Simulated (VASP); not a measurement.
Wanted: the native input for a VASP 6.6.1 run.

| Property | Result |
| --- | --- |
| Task | single point |
| Functional | PBEsol |
| Potentials or basis | VASP PAW PBE potentials, release 64 (Se) |
| Cutoff | 520 eV |
| k mesh | 17 × 17 × 14 |
| Occupations | fermi-dirac, width 0.1 eV |
| Spin | no spin polarisation |
| Dipole correction | no |
| Further INCAR settings | ALGO = Normal; EDIFF = 1e-06; NBANDS = 13 |

The structure of Se lies in POSCAR:

```
Se
1.0
    3.5606106749      0.0000000000      0.0000000000
   -1.7803053375      3.0835792974      0.0000000000
    0.0000000000      0.0000000000      3.8294961084
Se
2
Direct
    0.3333333333      0.6666666667      0.2500000000
    0.6666666667      0.3333333333      0.7500000000
```

One way to write it, as run:

INCAR

```
SYSTEM = Se
PREC = Accurate
ENCUT = 520
EDIFF = 1E-6
ISMEAR = -1
SIGMA = 0.1
LREAL = .FALSE.
LASPH = .TRUE.
NELM = 100
ALGO = Normal
ISIF = 2
LWAVE = .FALSE.
LCHARG = .FALSE.
GGA = PS
NBANDS = 13
```

KPOINTS

```
regular mesh
0
G
  17 17 14
  0 0 0
```

Potentials or basis: VASP PAW PBE potentials, release 64 (Se).

Command:

```bash
$ cat potpaw_PBE.64/Se/POTCAR > POTCAR
$ mpirun -np 1 vasp_std > vasp.out
```

It gave:

```
Pressure               : 0.0 GPa
Band gap on the k mesh : zero (band 6 reaches 6.22 eV, above the bottom of band 7 at 3.77 eV)
```

Caveat: the PAW data sets were made with another functional, which shifts forces and pressure a little.

It took 54 s on 1 thread of AMD EPYC 9R45 96-Core Processor (Zen 5) (shared host), peak memory 0.22 GiB.
